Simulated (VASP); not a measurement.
A run of VASP 6.6.1 is set up as follows.

The input INCAR:

```
SYSTEM = Yb
PREC = Accurate
ENCUT = 520
EDIFF = 1E-6
ISMEAR = -1
SIGMA = 0.05
LREAL = .FALSE.
LASPH = .TRUE.
NELM = 150
ALGO = Normal
ISIF = 2
LWAVE = .FALSE.
LCHARG = .FALSE.
ISPIN = 2
MAGMOM = 0.2
LORBIT = 11
NUPDOWN = 0.2
LMAXMIX = 6
GGA = PE
NBANDS = 22
```

Contents of KPOINTS:

```
Automatic mesh
0
G
  7 7 7
  0 0 0
```

POSCAR

```
Yb
1.0
    0.0000000000      2.7431000000      2.7431000000
    2.7431000000      0.0000000000      2.7431000000
    2.7431000000      2.7431000000      0.0000000000
Yb
1
Direct
    0.0000000000      0.0000000000      0.0000000000
```

Potentials or basis: VASP PAW PBE potentials, release 64 (Yb).

Run with:

```console
$ cat potpaw_PBE.64/Yb/POTCAR > POTCAR
$ mpirun -np 1 vasp_std > vasp.out
```

Task: Estimate the pressure.

Result: -1.0 GPa.

Caveat: the total moment is fixed, so each spin has its own Fermi level. The state reached can hang on the start; a lower one may exist.
